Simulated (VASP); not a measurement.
# NaPbI3 (P4/mmm) in VASP: notebook, part 2 of 2

VASP 6.6.1. Earlier steps stand in the parts before.

## 3. Single point, r2SCAN (uniaxial z strain -3.0%)

The input, POSCAR:

```
NaPbI3
1.0
    6.3170549596      0.0000000000      0.0000000000
    0.0000000000      6.3170549596      0.0000000000
    0.0000000000      0.0000000000      6.1275433108
Na Pb I
1 1 3
Direct
    0.0000000000      0.0000000000      0.0000000000
    0.5000000000      0.5000000000      0.5000000000
    0.5000000000      0.5000000000      0.0000000000
    0.5000000000      0.0000000000      0.5000000000
    0.0000000000      0.5000000000      0.5000000000
```

The input, INCAR.step1:

```
SYSTEM = NaPbI3
ALGO = Normal ; EDIFF = 1E-4
ENCUT = 520 ; GGA = PE
ISMEAR = 0 ; LASPH = .True.
LCHARG = .False. ; LREAL = .False.
LWAVE = .True. ; NBANDS = 29
NELM = 100 ; PREC = Accurate
SIGMA = 0.01
```

The input, INCAR.step2:

```
SYSTEM = NaPbI3
ALGO = Normal ; EDIFF = 1E-6
ENCUT = 520 ; ISIF = 2
ISMEAR = 0 ; ISTART = 1
LASPH = .True. ; LCHARG = .True.
LELF = .True. ; LMIXTAU = .True.
LREAL = .False. ; LVHAR = .True.
LWAVE = .False. ; METAGGA = R2SCAN
NBANDS = 29 ; NELM = 100
PREC = Accurate ; SIGMA = 0.01
```

The input, KPOINTS:

```
k-points
0
Gamma
  4 4 4
  0 0 0
```

Potentials or basis: VASP PAW PBE potentials, release 64 (Na_pv, Pb_d, I).

Launch:

```
$ cat potpaw_PBE.64/Na_pv/POTCAR potpaw_PBE.64/Pb_d/POTCAR potpaw_PBE.64/I/POTCAR > POTCAR
$ cp INCAR.step1 INCAR
$ mpirun -np 1 vasp_std > vasp.out
$ cp INCAR.step2 INCAR
$ mpirun -np 1 vasp_std > vasp.out
```

OUTCAR:

```text
SYSTEM = NaPbI3
   EDIFF = 1E-6
   ENCUT = 520
   ISIF = 2
   ISMEAR = 0
   ISTART = 1
   LASPH = .True.
   LREAL = .False.
   METAGGA = R2SCAN
   NELM = 100
   PREC = Accurate

 ion  position               nearest neighbor table
   1  0.000  0.000  0.000-
   2  0.500  0.500  0.500-   3 3.06   3 3.06   5 3.16   4 3.16   4 3.16   5 3.16
   3  0.500  0.500  0.000-   2 3.06   2 3.06
   4  0.500  0.000  0.500-   2 3.16   2 3.16
   5  0.000  0.500  0.500-   2 3.16   2 3.16

  LATTYP: Found a simple tetragonal cell.
 ALAT       =     6.3170549596
 C/A-ratio  =     0.9700000000

  Lattice vectors:

 A1 = (   6.3170549596,   0.0000000000,   0.0000000000)
 A2 = (   0.0000000000,   6.3170549596,   0.0000000000)
 A3 = (   0.0000000000,   0.0000000000,   6.1275433108)

Analysis of symmetry for initial positions (statically):
=====================================================================
 Subroutine PRICEL returns:
 Original cell was already a primitive cell.

 Routine SETGRP: Setting up the symmetry group for a
 simple tetragonal supercell.

 Subroutine GETGRP returns: Found 16 space group operations
 (whereof 16 operations were pure point group operations)
 out of a pool of 16 trial point group operations.

The static configuration has the point symmetry D_4h.

Analysis of symmetry for dynamics (positions and initial velocities):
=====================================================================
 Subroutine PRICEL returns:
 Original cell was already a primitive cell.

 Routine SETGRP: Setting up the symmetry group for a
 simple tetragonal supercell.

 Subroutine GETGRP returns: Found 16 space group operations
 (whereof 16 operations were pure point group operations)
 out of a pool of 16 trial point group operations.
[... 116 lines left out ...]
   EFERMI_NEDOS =   21; number of points for ismear=-14 and -15
   IALGO  =     38    algorithm
   IMIX   =      4    mixing-type and parameters
     AMIX     =   0.40;   BMIX     =  1.00
     AMIX_MAG =   1.60;   BMIX_MAG =  1.00
  volume/ion in A,a.u.               =      48.90       330.02
  Fermi-wavevector in a.u.,A,eV,Ry     =   0.910024  1.719695 11.267571  0.828143
  Thomas-Fermi vector in A             =   2.034137
   LORBIT       =      0    0 simple, 1 ext, 2 COOP (PROOUT), +10 PAW based schemes
   METAGGA = R2SCAN    functional components
   LHFCALC =     F    Hartree Fock is set to
   AEXX    =    0.0000 exact exchange contribution
   IVDW    =     0    specifies the selected vdW correction
   LEPSILON=     F    determine dielectric tensor
   LRPA    =     F    only Hartree local field effects (RPA)
 non-spin polarized calculation
 Gauss-broadening in eV      SIGMA  =   0.01
  energy-cutoff  :      520.00
  volume of cell :      244.52
 maximum number of plane-waves:      6620
 NGX is ok and might be reduce to    48
   NGX = 23   NGY = 23   NGZ = 23

 number of electron      42.0000008 magnetization

 Free energy of the ion-electron system (eV)
  ---------------------------------------------------
  ext. energy  EPLUGINS =         0.00000000
  ---------------------------------------------------
  free energy    TOTEN  =      -137.52538398 eV

  energy without entropy =     -137.52538398  energy(sigma->0) =     -137.52538398

 E-fermi :   1.5154     XC(G=0):  -7.2056

 val. band max:        1.4222277345   @ k =   0.5000   0.5000   0.5000
 cond. band min:       2.9087122503   @ k =   0.5000   0.5000   0.5000
 fundamental gap:      1.4864845158
 Fermi energy:         1.5153908098

 k-point     1 :       0.0000    0.0000    0.0000
  band No.  band energies     occupation
      1     -25.1895      2.00000
      2     -25.1895      2.00000
      3     -25.1892      2.00000
      4     -16.1037      2.00000
      5     -16.0853      2.00000
      6     -16.0156      2.00000
[... 565 lines left out ...]
     28       7.7465      0.00000
     29       7.7638      0.00000

------------------------ aborting loop because EDIFF is reached ----------------------------------------

  FORCE on cell =-STRESS in cart. coord.  units (eV):
  Direction    XX          YY          ZZ          XY          YZ          ZX
  --------------------------------------------------------------------------------------
  -------------------------------------------------------------------------------------
  Total        0.2207411      0.2207411      2.2099966      0.0000000      0.0000000      0.0000000
  in kB        1.4463658      1.4463658     14.4805980      0.0000000      0.0000000      0.0000000
  external PRESSURE =       5.7911098 kB  Pullay stress =       0.0000000 kB

 VOLUME and BASIS-vectors are now :
 -----------------------------------------------------------------------------
  energy-cutoff  :      520.00
  volume of cell :      244.52
      direct lattice vectors                 reciprocal lattice vectors
     6.317054960  0.000000000  0.000000000     0.158301615  0.000000000  0.000000000
     0.000000000  6.317054960  0.000000000     0.000000000  0.158301615  0.000000000
     0.000000000  0.000000000  6.127543311     0.000000000  0.000000000  0.163197541

 POSITION                                       TOTAL-FORCE (eV/Angst)
 -----------------------------------------------------------------------------------
      0.00000      0.00000      0.00000         0.000000      0.000000      0.000000
      3.15853      3.15853      3.06377         0.000000      0.000000      0.000000
      3.15853      3.15853      0.00000         0.000000      0.000000      0.000000
      3.15853      0.00000      3.06377         0.000000      0.000000      0.000000
      0.00000      3.15853      3.06377         0.000000      0.000000      0.000000
 -----------------------------------------------------------------------------------
    total drift:                                0.000000     -0.000000     -0.000000

  FREE ENERGIE OF THE ION-ELECTRON SYSTEM (eV)
  ---------------------------------------------------
  free  energy   TOTEN  =      -137.5253839774 eV

  energy  without entropy=     -137.5253839774  energy(sigma->0) =     -137.52538398
```

It took 11 min on 1 thread of AMD EPYC 9755, shared host; peak memory 0.4 GiB.

Results:

```
Free energy            : -137.5254 eV
Pressure               : 0.6 GPa
Band gap on the k mesh : 1.49 eV, direct
```

Stress tensor (GPa, compression positive):
```
0.14 0.00 0.00
0.00 0.14 0.00
0.00 0.00 1.45
```

Caveat: the cell differs from its parent crystal (uniaxial z strain -3.0%); the PAW data sets were made with another functional, which shifts forces and pressure a little; spin-orbit coupling is left out, which moves the levels of the heavy elements.

## 4. Single point, HSE06 (uniaxial z strain -3.0%)

POSCAR is that of step 3.

The input, INCAR.step1:

```
SYSTEM = NaPbI3
PREC = Accurate ; ENCUT = 520
EDIFF = 1E-5 ; ISMEAR = 0
SIGMA = 0.01 ; LREAL = .False.
LASPH = .True. ; NELM = 80
ALGO = Normal ; ISIF = 2
LWAVE = .True. ; NBANDS = 29
GGA = PE
```

The input, INCAR.step2:

```
SYSTEM = NaPbI3
PREC = Accurate ; ENCUT = 520
EDIFF = 1E-6 ; ISMEAR = 0
SIGMA = 0.01 ; LREAL = .False.
LASPH = .True. ; NELM = 80
ALGO = Normal ; ISIF = 2
LWAVE = .False. ; LCHARG = .True.
GGA = PE ; LHFCALC = .True.
HFSCREEN = 0.2079 ; PRECFOCK = Fast
LELF = .True. ; LVHAR = .True.
NBANDS = 29 ; ISTART = 1
```

The input, KPOINTS:

```
regular mesh
0
Gamma
  2 2 2
  0 0 0
```

Potentials or basis: VASP PAW PBE potentials, release 64 (Na_pv, Pb_d, I).

Launch:

```
$ cat potpaw_PBE.64/Na_pv/POTCAR potpaw_PBE.64/Pb_d/POTCAR potpaw_PBE.64/I/POTCAR > POTCAR
$ cp INCAR.step1 INCAR
$ mpirun -np 1 vasp_std > vasp.out
$ cp INCAR.step2 INCAR
$ mpirun -np 1 vasp_std > vasp.out
```

OUTCAR:

```text
SYSTEM = NaPbI3
   PREC = Accurate
   ENCUT = 520
   EDIFF = 1E-6
   ISMEAR = 0
   LREAL = .False.
   LASPH = .True.
   NELM = 80
   ISIF = 2
   GGA = PE
   LHFCALC = .True.
   HFSCREEN = 0.2079
   PRECFOCK = Fast
   ISTART = 1

 ion  position               nearest neighbor table
   1  0.000  0.000  0.000-
   2  0.500  0.500  0.500-   3 3.06   3 3.06   5 3.16   4 3.16   4 3.16   5 3.16
   3  0.500  0.500  0.000-   2 3.06   2 3.06
   4  0.500  0.000  0.500-   2 3.16   2 3.16
   5  0.000  0.500  0.500-   2 3.16   2 3.16

  LATTYP: Found a simple tetragonal cell.
 ALAT       =     6.3170549596
 C/A-ratio  =     0.9700000000

  Lattice vectors:

 A1 = (   6.3170549596,   0.0000000000,   0.0000000000)
 A2 = (   0.0000000000,   6.3170549596,   0.0000000000)
 A3 = (   0.0000000000,   0.0000000000,   6.1275433108)

Analysis of symmetry for initial positions (statically):
[... 164 lines left out ...]
  ---------------------------------------------------
  free energy    TOTEN  =       -14.76206791 eV

  energy without entropy =      -14.76206791  energy(sigma->0) =      -14.76206791

 E-fermi :   1.2426     XC(G=0):  -5.8067

 val. band max:        1.1567966404   @ k =   0.5000   0.5000   0.5000
 cond. band min:       2.9018794471   @ k =   0.5000   0.5000   0.5000
 fundamental gap:      1.7450828067
 Fermi energy:         1.2426215515

 k-point     1 :       0.0000    0.0000    0.0000
  band No.  band energies     occupation
      1     -27.2183      2.00000
      2     -27.2183      2.00000
      3     -27.2177      2.00000
      4     -17.6394      2.00000
      5     -17.6172      2.00000
      6     -17.5456      2.00000
[... 181 lines left out ...]
     28       7.7774      0.00000
     29       7.8589      0.00000

------------------------ aborting loop because EDIFF is reached ----------------------------------------

  FORCE on cell =-STRESS in cart. coord.  units (eV):
  Direction    XX          YY          ZZ          XY          YZ          ZX
  --------------------------------------------------------------------------------------
  -------------------------------------------------------------------------------------
  Total        1.8077745      1.8077745      4.0824217      0.0000000     -0.0000000      0.0000000
  in kB       11.8451111     11.8451111     26.7493200      0.0000000     -0.0000000      0.0000000
  external PRESSURE =      16.8131808 kB  Pullay stress =       0.0000000 kB

 VOLUME and BASIS-vectors are now :
 -----------------------------------------------------------------------------
  energy-cutoff  :      520.00
  volume of cell :      244.52
      direct lattice vectors                 reciprocal lattice vectors
     6.317054960  0.000000000  0.000000000     0.158301615  0.000000000  0.000000000
     0.000000000  6.317054960  0.000000000     0.000000000  0.158301615  0.000000000
     0.000000000  0.000000000  6.127543311     0.000000000  0.000000000  0.163197541

 POSITION                                       TOTAL-FORCE (eV/Angst)
 -----------------------------------------------------------------------------------
      0.00000      0.00000      0.00000         0.000000      0.000000      0.000000
      3.15853      3.15853      3.06377         0.000000      0.000000      0.000000
      3.15853      3.15853      0.00000         0.000000      0.000000      0.000000
      3.15853      0.00000      3.06377         0.000000      0.000000      0.000000
      0.00000      3.15853      3.06377         0.000000      0.000000      0.000000
 -----------------------------------------------------------------------------------
    total drift:                                0.000000     -0.000006      0.000013

  FREE ENERGIE OF THE ION-ELECTRON SYSTEM (eV)
  ---------------------------------------------------
  free  energy   TOTEN  =       -14.7620679082 eV

  energy  without entropy=      -14.7620679082  energy(sigma->0) =      -14.76206791
```

OUTCAR.step1:

```text
SYSTEM = NaPbI3
   PREC = Accurate
   ENCUT = 520
   EDIFF = 1E-5
   ISMEAR = 0
   LREAL = .False.
[... 406 lines left out ...]
      3.15853      3.15853      0.00000         0.000000      0.000000      0.000000
      3.15853      0.00000      3.06377         0.000000      0.000000      0.000000
      0.00000      3.15853      3.06377         0.000000      0.000000      0.000000
 -----------------------------------------------------------------------------------
    total drift:                                0.000000     -0.000000     -0.000000

  FREE ENERGIE OF THE ION-ELECTRON SYSTEM (eV)
  ---------------------------------------------------
  free  energy   TOTEN  =       -12.0572649986 eV

  energy  without entropy=      -12.0572649986  energy(sigma->0) =      -12.05726500
```

It took 10 min on 1 thread of AMD EPYC 9755, shared host; peak memory 0.42 GiB.

Results:

* Free energy: -14.7621 eV
* Pressure: 1.7 GPa
* Band gap on the k mesh: 1.75 eV, direct

Caveat: the k points lie up to 0.51 Å⁻¹ apart; the cell differs from its parent crystal (uniaxial z strain -3.0%); the PAW data sets were made with another functional, which shifts forces and pressure a little; spin-orbit coupling is left out, which moves the levels of the heavy elements. A k mesh can miss the band edges.

## 5. Summary

```tsv
level	k mesh	smearing	grid for exact exchange (PRECFOCK)	screening parameter	gap on the mesh (eV)	pressure (GPa)
PBE	4 × 4 × 4	fermi-dirac 0.02 eV	-	-	1.19	0.8
r2SCAN	4 × 4 × 4	gaussian 0.01 eV	-	-	1.49	0.6
HSE06	2 × 2 × 2	gaussian 0.01 eV	Fast	0.2079 1/Å	1.75	1.7
```

Alike in all rows: task single point; potentials or basis VASP PAW PBE potentials, release 64 (Na_pv, Pb_d, I); no spin polarisation; cell as given; cutoff (eV) 520.

Caveats: some runs use coarse meshes; spin-orbit coupling is left out, which moves the levels of the heavy elements; the PAW data sets were made with another functional, which shifts forces and pressure a little (some runs).

Absolute energies hang on the potentials; compare differences alone.
